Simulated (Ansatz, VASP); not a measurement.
**Two plane-wave programs on Ge**

The input POSCAR:

```
Ge
1.0
    0.0000000000      2.8146261500      2.8287700000
    2.8429138500      0.0000000000      2.8287700000
    2.8429138500      2.8146261500      0.0000000000
Ge
2
Direct
    0.5000000000      0.5000000000      0.5000000000
    0.7500000000      0.7500000000      0.7500000000
```

The input INCAR.step1:

```
PREC = Accurate ; ENCUT = 520
ISMEAR = 0 ; SIGMA = 0.05
LREAL = F ; LASPH = T
NELM = 60 ; NBANDS = 21
GGA = PE ; ALGO = Normal
EDIFF = 1E-4 ; LWAVE = T
LCHARG = F
```

The input INCAR.step2:

```
PREC = Accurate ; ENCUT = 520
EDIFF = 1E-6 ; ISMEAR = 0
SIGMA = 0.05 ; LREAL = F
LASPH = T ; NELM = 60
ALGO = Normal ; ISIF = 2
LWAVE = F ; LCHARG = F
METAGGA = R2SCAN ; LMIXTAU = T
NBANDS = 21 ; ISTART = 1
```

The input KPOINTS:

```
regular mesh
0
Gamma
  10 10 10
```

Input for Ansatz:

```yaml
crystal:
  lattice:
    - [0.0, 2.81462615, 2.82877]
    - [2.84291385, 0.0, 2.82877]
    - [2.84291385, 2.81462615, 0.0]
  atoms:
    - { symbol: Ge, position: [0.5, 0.5, 0.5] }
    - { symbol: Ge, position: [0.75, 0.75, 0.75] }
basis:
  ecutwfc: 500
kpoints:
  mp_grid: { grid: [10, 10, 10] }
hamiltonian:
  xc: r2scan
scf:
  occupations: { method: gaussian, width: 0.05 }
output:
  forces: true
  stress: true
  eigenvalues: true
```

Change from the starting cell: strain +0.0050 x Voigt [1, -1, 0, 0, 0, 0], atoms carried along.

Alike in both runs: task single point; functional r2SCAN; k mesh 10 × 10 × 10; occupations gaussian, width 0.05 eV; no spin polarisation.

|  | VASP | Ansatz |
| --- | --- | --- |
| version | VASP 6.6.1 | Ansatz 0.2.0 |
| potentials or method | VASP PAW PBE potentials, release 64 (Ge_d), cutoff 520 eV | scalar-relativistic, plane waves, PAW |
| valence electrons in the cell | 28 | 28 |

VASP gave:

| Quantity | Value |
| --- | --- |
| gap on the k mesh at the Fermi level (eV) | 0.36 |
| least direct gap on the mesh (eV) | 0.36 |
| pressure (GPa) | 0.7 |
| traceless stress, the component that is largest in VASP (GPa) | -0.42 |

Problem. What did Ansatz give for the same quantities?

Solution. gap on the k mesh at the Fermi level (eV): 0.40; least direct gap on the mesh (eV): 0.40; pressure (GPa): 0.7; traceless stress, the component that is largest in VASP (GPa): -0.42.

VASP's potentials were made for PBE, not for r2SCAN. The functional is the same, so the differences come from potentials, cutoffs and numerics.
